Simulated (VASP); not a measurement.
# TiSiTe3 (P-6m2) in VASP: a series of runs

The runs below take TiSiTe3 through relaxation of cell and atoms, single point, with PBE.

All numbers are computed with VASP 6.6.1; they aren't measurements. Logs are shortened: lines on timing, memory, paths and dates and some standing lists are left out, and cuts for length are marked.

**1. The cell of the first run**

Symmetry: P-6m2, No. 187, hexagonal system. Conventional cell: a = 4.881 Å, b = 4.881 Å, c = 5.858 Å, α = 90.00°, β = 90.00°, γ = 120.00°. Ti (site symmetry -6m2) has 9 Te at 2.82 to 3.17 Å within 3.7 Å. Si (site symmetry -6m2) has 8 Te at 2.93 to 3.18 Å within 3.9 Å. Te (site symmetry 3m) has 5 Te at 2.92 to 3.17 Å and 3 Ti at 3.17 Å and 3 Si at 3.18 Å within 3.8 Å. Within 3.7 Å of Te (site symmetry -6m2) lie 3 Ti at 2.82 Å and 2 Si at 2.93 Å and 6 Te at 3.17 Å.

The cell was built from a structure type or drawn by symmetry, and may not be a known phase.

**2. Relaxation of cell and atoms, PBE**

File INCAR:

```
SYSTEM = TiSiTe3
PREC = Accurate
ENCUT = 600
EDIFF = 1E-6
ISMEAR = 0
SIGMA = 0.1
LREAL = .False.
LASPH = .True.
NELM = 100
ALGO = Normal
ISIF = 3
LWAVE = .False.
LCHARG = .False.
GGA = PE
IBRION = 2
NSW = 90
EDIFFG = -0.04
```

File KPOINTS:

```
Automatic mesh
0
Gamma
  6 6 4
  0 0 0
```

File POSCAR:

```
TiSiTe3
1.0
    4.8806531500      0.0000000000      0.0000000000
   -2.4403265800      4.2267696200      0.0000000000
    0.0000000000      0.0000000000      5.8577666800
Ti Si Te
1 1 3
Direct
    0.3333333300      0.6666666700      0.0000000000
    0.0000000000      0.0000000000      0.5000000000
    0.6666666700      0.3333333300      0.2489190000
    0.6666666700      0.3333333300      0.7510810000
    0.0000000000      0.0000000000      0.0000000000
```

Potentials or basis: VASP PAW PBE potentials, release 64 (Ti_sv, Si, Te).

The run is started by

```
$ cat potpaw_PBE.64/Ti_sv/POTCAR potpaw_PBE.64/Si/POTCAR potpaw_PBE.64/Te/POTCAR > POTCAR
$ mpirun -np 1 vasp_std > vasp.out
```

OUTCAR:

```text
SYSTEM = TiSiTe3
   PREC = Accurate
   ENCUT = 600
   EDIFF = 1E-6
   ISMEAR = 0
   LREAL = .False.
   LASPH = .True.
   NELM = 100
   ISIF = 3
   GGA = PE
   IBRION = 2
   NSW = 90
   EDIFFG = -0.04

 ion  position               nearest neighbor table
   1  0.333  0.667  0.000-   5 2.82   5 2.82   5 2.82   3 3.17   4 3.17   3 3.17   4 3.17   3 3.17
                             4 3.17
   2  0.000  0.000  0.500-   5 2.93   5 2.93   3 3.18   4 3.18   3 3.18   4 3.18   3 3.18   4 3.18

   3  0.667  0.333  0.249-   4 2.92   4 2.94   1 3.17   5 3.17   1 3.17   5 3.17   5 3.17   1 3.17
                             2 3.18   2 3.18   2 3.18
   4  0.667  0.333  0.751-   3 2.92   3 2.94   1 3.17   5 3.17   1 3.17   5 3.17   5 3.17   1 3.17
                             2 3.18   2 3.18   2 3.18
   5  0.000  0.000  0.000-   1 2.82   1 2.82   1 2.82   2 2.93   2 2.93   3 3.17   4 3.17   4 3.17
                             3 3.17   4 3.17   3 3.17

  LATTYP: Found a hexagonal cell.
 ALAT       =     4.8806531500
 C/A-ratio  =     1.2002013870

  Lattice vectors:

 A1 = (   4.8806531500,   0.0000000000,   0.0000000000)
 A2 = (  -2.4403265800,   4.2267696200,   0.0000000000)
 A3 = (   0.0000000000,   0.0000000000,   5.8577666800)

Analysis of symmetry for initial positions (statically):
=====================================================================
 Subroutine PRICEL returns:
 Original cell was already a primitive cell.

 Routine SETGRP: Setting up the symmetry group for a
 hexagonal supercell.

 Subroutine GETGRP returns: Found 12 space group operations
 (whereof 12 operations were pure point group operations)
 out of a pool of 24 trial point group operations.

The static configuration has the point symmetry D_3h.

Analysis of symmetry for dynamics (positions and initial velocities):
=====================================================================
 Subroutine PRICEL returns:
 Original cell was already a primitive cell.

 Routine SETGRP: Setting up the symmetry group for a
 hexagonal supercell.

 Subroutine GETGRP returns: Found 12 space group operations
 (whereof 12 operations were pure point group operations)
 out of a pool of 24 trial point group operations.

The dynamic configuration has the point symmetry D_3h.

 Subroutine INISYM returns: Found 12 space group operations
 (whereof 12 operations are pure point group operations),
 and found     1 'primitive' translations

----------------------------------------------------------------------------------------

                                     Primitive cell

  volume of cell :     120.8422

  direct lattice vectors                    reciprocal lattice vectors
     4.880653150  0.000000000  0.000000000     0.204890610  0.118293649  0.000000000
    -2.440326580  4.226769620  0.000000000     0.000000000  0.236587297  0.000000000
     0.000000000  0.000000000  5.857766680     0.000000000  0.000000000  0.170713525

  length of vectors
     4.880653150  4.880653157  5.857766680     0.236587297  0.236587297  0.170713525

  position of ions in fractional coordinates (direct lattice)
     0.333333330  0.666666670  0.000000000
     0.000000000  0.000000000  0.500000000
     0.666666670  0.333333330  0.248919000
     0.666666670  0.333333330  0.751081000
     0.000000000  0.000000000  0.000000000

  ion indices of the primitive-cell ions
   primitive index   ion index
                 1           1
                 2           2
                 3           3
                 4           4
                 5           5

----------------------------------------------------------------------------------------

 KPOINTS: Automatic mesh

Automatic generation of k-mesh.
 Grid dimensions read from file:
 generate k-points for:    6    6    4

 Generating k-lattice:

  Cartesian coordinates                     Fractional coordinates (reciprocal lattice)
     0.034148435  0.019715608  0.000000000     0.166666667  0.000000000  0.000000000
     0.000000000  0.039431216  0.000000000     0.000000000  0.166666667  0.000000000
     0.000000000  0.000000000  0.042678381     0.000000000  0.000000000  0.250000000

  Length of vectors
     0.039431216  0.039431216  0.042678381

  Shift w.r.t. Gamma in fractional coordinates (k-lattice)
     0.000000000  0.000000000  0.000000000

 Subroutine IBZKPT returns following result:
 ===========================================

 Found     21 irreducible k-points:

 Following reciprocal coordinates:
            Coordinates               Weight
  0.000000  0.000000  0.000000      1.000000
  0.166667 -0.000000  0.000000      6.000000
  0.333333  0.000000  0.000000      6.000000
  0.500000  0.000000  0.000000      3.000000
  0.166667  0.166667  0.000000      6.000000
  0.333333  0.166667  0.000000     12.000000
[... 13 lines left out ...]
  0.333333  0.166667  0.500000     12.000000
  0.333333  0.333333  0.500000      2.000000
   k-points           NKPTS =     21   k-points in BZ     NKDIM =     21   number of bands    NBANDS=     21
   number of dos      NEDOS =    301   number of ions     NIONS =      5
   total plane-waves  NPLWV =  76800
   dimension x,y,z NGX =    40 NGY =   40 NGZ =   48
   dimension x,y,z NGXF=    80 NGYF=   80 NGZF=   96
   ions per type =               1   1   3
   NGX,Y,Z   is equivalent  to a cutoff of  13.62, 13.62, 13.62 a.u.
   NGXF,Y,Z  is equivalent  to a cutoff of  27.25, 27.25, 27.25 a.u.
 SYSTEM =  TiSiTe3
   PREC   = accura    normal or accurate (medium, high low for compatibility)
   ISTART =      0    job   : 0-new  1-cont  2-samecut
   ICHARG =      2    charge: 1-file 2-atom 10-const
   ISPIN  =      1    spin polarized calculation?
   LNONCOLLINEAR =      F non collinear calculations
   LSORBIT =      F    spin-orbit coupling
   LASPH  =      T    aspherical Exc in radial PAW
   ENCUT  =  600.0 eV  44.10 Ry    6.64 a.u.   9.75  9.75 11.70*2*pi/ulx,y,z
   NELM   =    100;   NELMIN=  2; NELMDL= -5     # of ELM steps
   EDIFF  = 0.1E-05   stopping-criterion for ELM
   LREAL  =      F    real-space projection
   EDIFFG = -.4E-01   stopping-criterion for IOM
   NSW    =     90    number of steps for IOM
   IBRION =      2    ionic relax: 0-MD 1-quasi-New 2-CG
   NFREE  =      1    steps in history (QN), initial steepest desc. (CG)
   ISIF   =      3    stress and relaxation
   ISYM   =      2    0-nonsym 1-usesym 2-fastsym
   POTIM  = 0.5000    time-step for ionic-motion
   TEBEG  =    0.0;   TEEND  =   0.0 temperature during run
   PSTRESS=    0.0 pullay stress
   NELECT =      34.0000    total number of electrons
   NUPDOWN=      -1.0000    fix difference up-down
   EMIN   =  10.00;   EMAX   =-10.00  energy-range for DOS
   EFERMI =   0.00;   METHOD = LEGACY
   ISMEAR =     0;   SIGMA  =   0.10  broadening in eV -4-tet -1-fermi 0-gaus
   EFERMI_NEDOS =   21; number of points for ismear=-14 and -15
   IALGO  =     38    algorithm
   IMIX   =      4    mixing-type and parameters
     AMIX     =   0.40;   BMIX     =  1.00
     AMIX_MAG =   1.60;   BMIX_MAG =  1.00
  volume/ion in A,a.u.               =      24.17       163.10
  Fermi-wavevector in a.u.,A,eV,Ry     =   1.072741  2.027187 15.657225  1.150774
  Thomas-Fermi vector in A             =   2.208520
   LORBIT       =      0    0 simple, 1 ext, 2 COOP (PROOUT), +10 PAW based schemes
   GGA     = PE    functional components
   LHFCALC =     F    Hartree Fock is set to
   AEXX    =    0.0000 exact exchange contribution
   IVDW    =     0    specifies the selected vdW correction
   LEPSILON=     F    determine dielectric tensor
   LRPA    =     F    only Hartree local field effects (RPA)
 conjugate gradient relaxation of ions
 non-spin polarized calculation
 Gauss-broadening in eV      SIGMA  =   0.10
  energy-cutoff  :      600.00
  volume of cell :      120.84
 maximum number of plane-waves:      4048
 NGX is ok and might be reduce to    40
   NGX = 19   NGY = 19   NGZ = 23

--------------------------------------- Ionic step        1  -------------------------------------------

 number of electron      34.0000003 magnetization

 Free energy of the ion-electron system (eV)
  ---------------------------------------------------
  ext. energy  EPLUGINS =         0.00000000
  ---------------------------------------------------
  free energy    TOTEN  =       -20.46508487 eV

  energy without entropy =      -20.45232318  energy(sigma->0) =      -20.45870402

------------------------ aborting loop because EDIFF is reached ----------------------------------------

  FORCE on cell =-STRESS in cart. coord.  units (eV):
  Direction    XX          YY          ZZ          XY          YZ          ZX
  --------------------------------------------------------------------------------------
  -------------------------------------------------------------------------------------
  Total        2.6769423      2.6769423      7.5450950     -0.0000000      0.0000000      0.0000000
  in kB       35.4920433     35.4920433    100.0360883     -0.0000000      0.0000000      0.0000000
  external PRESSURE =      57.0067250 kB  Pullay stress =       0.0000000 kB
[... 98 lines left out ...]
  FREE ENERGIE OF THE ION-ELECTRON SYSTEM (eV)
  ---------------------------------------------------
  free  energy   TOTEN  =       -20.7497449483 eV

  energy  without entropy=      -20.7188947591  energy(sigma->0) =      -20.73431985

 E-fermi :   8.0043     XC(G=0): -10.0027

 val. band max:        7.9727824427   @ k =   0.3333   0.0000   0.5000
 cond. band min:       8.0119266593   @ k =   0.5000   0.0000   0.2500
 fundamental gap:      0.0391442166
 Fermi energy:         8.0043134623

 k-point     1 :       0.0000    0.0000    0.0000
  band No.  band energies     occupation
      1     -49.4629      2.00000
      2     -25.8288      2.00000
      3     -25.7480      2.00000
      4     -25.7480      2.00000
      5      -6.1209      2.00000
      6      -3.7008      2.00000
[... 478 lines left out ...]
      5      -4.1606      2.00000
      6      -3.7793      2.00000
[... 13 lines left out ...]
     20       9.6432      0.00000
     21      10.6581      0.00000

[... ionic steps 4 to 23 ...]

--------------------------------------- Ionic step       24  -------------------------------------------

 number of electron      34.0000002 magnetization

------------------------ aborting loop because EDIFF is reached ----------------------------------------

  FORCE on cell =-STRESS in cart. coord.  units (eV):
  Direction    XX          YY          ZZ          XY          YZ          ZX
  --------------------------------------------------------------------------------------
  -------------------------------------------------------------------------------------
  Total       -0.3313825     -0.3313825     -0.0544954      0.0000000      0.0000000      0.0000000
  in kB       -3.7330595     -3.7330596     -0.6138963      0.0000000      0.0000000      0.0000000
  external PRESSURE =      -2.6933385 kB  Pullay stress =       0.0000000 kB
[... 63 lines left out ...]
  energy  without entropy=      -21.4516909280  energy(sigma->0) =      -21.46296606

--------------------------------------- Ionic step       26  -------------------------------------------

 number of electron      34.0000003 magnetization

 Free energy of the ion-electron system (eV)
  ---------------------------------------------------
  ext. energy  EPLUGINS =         0.00000000
  ---------------------------------------------------
  free energy    TOTEN  =       -21.47515934 eV

  energy without entropy =      -21.45262842  energy(sigma->0) =      -21.46389388

 E-fermi :   6.4064     XC(G=0):  -9.4345

 val. band max:        6.3966066025   @ k =   0.3333   0.0000   0.5000
 cond. band min:       6.4291037699   @ k =   0.3333   0.1667   0.0000
 fundamental gap:      0.0324971674
 Fermi energy:         6.4064383455

 k-point     1 :       0.0000    0.0000    0.0000
  band No.  band energies     occupation
      1     -51.2734      2.00000
      2     -27.6377      2.00000
      3     -27.5272      2.00000
      4     -27.5272      2.00000
      5      -6.6030      2.00000
      6      -4.7817      2.00000
[... 525 lines left out ...]
  FREE ENERGIE OF THE ION-ELECTRON SYSTEM (eV)
  ---------------------------------------------------
  free  energy   TOTEN  =       -21.4751593386 eV

  energy  without entropy=      -21.4526284248  energy(sigma->0) =      -21.46389388

 reached required accuracy - stopping structural energy minimisation
```

Wall time 22 min (1 thread of Intel Xeon Platinum 8488C (Sapphire Rapids), shared host); peak memory 0.33 GiB.

Results:

```yaml
Free_energy: -21.4752 eV
Relaxed_volume: 28.33 Å³/atom
Relaxed_cell: a = 4.508 Å, b = 4.508 Å, c = 8.049 Å, α = 90.00°, β = 90.00°, γ = 120.00°
Space_group_after_relaxing_to_0.1_Å: P-6m2 (No. 187)
Energy_gained_by_relaxing: 202.0 meV/atom
Ionic_steps: 26
Pressure_after_relaxing: 0.0 GPa
Largest_force_after_relaxing: 0.015 eV/Å
Band_gap_on_the_k_mesh: zero (bands 17 and 18 overlap by 0.47 eV)
```

Forces in eV/Å, atoms in the order of the input:
```
Ti   0.000  0.000  0.000
Si   0.000  0.000  0.000
Te   0.000  0.000 -0.015
Te   0.000  0.000  0.015
Te   0.000  0.000  0.000
```

Step by step:
```csv
step,energy change (eV),largest force (eV/Å),pressure (GPa),volume (Å³)
1,0.0000,0.8077,5.70,120.84
2,-0.2808,0.0985,-1.95,136.42
3,-0.2847,0.1528,-1.27,134.35
4,-0.4348,0.0678,-0.54,133.15
5,-0.6145,0.1686,1.17,130.75
6,-0.6352,0.5339,6.96,124.57
7,-0.7329,0.2699,3.46,128.06
8,-0.7283,0.3944,5.07,126.37
9,-0.7628,0.4236,4.86,127.29
10,-0.8124,0.5166,4.41,129.92
11,-0.7852,0.6123,3.90,134.55
12,-0.8271,0.5809,4.20,131.34
13,-0.8248,0.6076,4.01,133.00
14,-0.9008,0.5348,2.52,135.91
15,-0.9672,0.4084,-0.25,142.17
16,-0.9675,0.4012,-0.41,142.57
17,-0.9744,0.3708,-0.35,142.30
18,-0.9906,0.2729,-0.18,141.48
19,-1.0006,0.0479,0.23,139.82
20,-1.0011,0.0934,0.15,140.13
21,-1.0034,0.0781,0.07,140.45
22,-1.0081,0.0330,-0.11,141.41
23,-1.0069,0.0510,-0.45,143.31
24,-1.0092,0.0055,-0.27,142.22
25,-1.0092,0.0237,0.29,141.08
26,-1.0101,0.0148,0.01,141.66
```

Final structure:
```
CELL_PARAMETERS angstrom
4.50796 0.00000 0.00000
-2.25398 3.90401 0.00000
0.00000 0.00000 8.04934
ATOMIC_POSITIONS crystal
Ti 0.33333 0.66667 0.00000
Si 0.00000 0.00000 0.50000
Te 0.66667 0.33333 0.28973
Te 0.66667 0.33333 0.71027
Te 0.00000 0.00000 0.00000
```

Caveat: the volume moved by over 15 % at a fixed basis, so the end points are rough; spin-orbit coupling is left out, which moves the levels of the heavy elements.

**3. Single point, PBE, collinear spin**

This run uses another cell than the first one, of 28.42 Å³/atom.

File INCAR:

```
  PREC = Accurate
  ENCUT = 520
  EDIFF = 1E-6
  ISMEAR = 0
  SIGMA = 0.1
  LREAL = F
  LASPH = T
  NELM = 150
  ALGO = Normal
  ISIF = 2
  LWAVE = F
  LCHARG = F
  ISPIN = 2
  MAGMOM = 1 0 0 0 0
  LORBIT = 11
  LMAXMIX = 4
  GGA = PE
  NBANDS = 29
```

File KPOINTS:

```
regular mesh
0
Gamma
  6 6 2
```

File POSCAR:

```
TiSiTe3
1.0
    4.5053331855      0.0000000000      0.0000000000
   -2.2526665928      3.9017329912      0.0000000000
    0.0000000000      0.0000000000      8.0827973847
Ti Si Te
1 1 3
Direct
    0.3333333333      0.6666666667      0.0000000000
    0.0000000000      0.0000000000      0.5000000000
    0.6666666667      0.3333333333      0.2896049568
    0.6666666667      0.3333333333      0.7103950432
    0.0000000000      0.0000000000      0.0000000000
```

Potentials or basis: VASP PAW PBE potentials, release 64 (Ti_sv, Si, Te).

The run is started by

```
$ cat potpaw_PBE.64/Ti_sv/POTCAR potpaw_PBE.64/Si/POTCAR potpaw_PBE.64/Te/POTCAR > POTCAR
$ mpirun -np 1 vasp_std > vasp.out
```

Wall time 2 min (1 thread of Intel Xeon Platinum 8488C (Sapphire Rapids), shared host); peak memory 0.38 GiB.

It converged, with:

```
Free energy                                           : -21.4888 eV
Pressure                                              : 0.1 GPa
Largest force                                         : 0.101 eV/Å
Net moment                                            : 0.55 μB per cell
Site moments                                          : Ti +0.60; Si +0.02; Te -0.06, -0.07 (each value once) μB
Valence electrons inside the program's atomic spheres : Ti 10.21; Si 1.47; Te 3.29, 3.53 (each value once)
```

Forces on the atoms (eV/Å):
```
Ti   0.000  0.000  0.000
Si   0.000  0.000  0.000
Te   0.000  0.000  0.101
Te   0.000  0.000 -0.101
Te   0.000  0.000  0.000
```

Stress tensor (GPa, compression positive):
```
0.06 0.00 0.00
0.00 0.06 0.00
0.00 0.00 0.24
```

Levels at points of the mesh, in eV from the Fermi level:
Spin up:
```
           k point  band 14  band 15  band 16  band 17  band 18  band 19  band 20  band 21
(0.00, 0.00, 0.00)    -1.90    -1.19    -1.19    -0.62     0.10     0.10     0.24     0.90
(0.50, 0.00, 0.00)    -2.03    -1.95    -1.27    -0.03     0.01     0.24     0.51     1.10
(0.00, 0.00, 0.50)    -1.68    -0.76    -0.76    -0.28    -0.28     0.04     0.36     1.37
(0.50, 0.00, 0.50)    -2.81    -1.35    -1.21    -1.10    -0.22     0.12     0.97     1.14
```
Spin down:
| k point | band 13 | band 14 | band 15 | band 16 | band 17 | band 18 | band 19 | band 20 | band 21 | band 22 |
| --- | --- | --- | --- | --- | --- | --- | --- | --- | --- | --- |
| (0.00, 0.00, 0.00) | -1.90 | -1.90 | -1.15 | -1.15 | -0.64 | 0.58 | 0.66 | 0.66 | 0.96 | 0.96 |
| (0.50, 0.00, 0.00) | -2.21 | -1.95 | -1.86 | -1.16 | -0.07 | 0.29 | 0.60 | 1.07 | 1.21 | 1.37 |
| (0.00, 0.00, 0.50) | -2.21 | -1.70 | -0.79 | -0.79 | 0.26 | 0.26 | 0.28 | 0.39 | 1.54 | 1.54 |
| (0.50, 0.00, 0.50) | -3.16 | -2.82 | -1.30 | -1.06 | -1.00 | 0.33 | 0.45 | 1.25 | 1.51 | 1.72 |

Caveat: the k points lie up to 0.39 Å⁻¹ apart; spin-orbit coupling is left out, which moves the levels of the heavy elements.
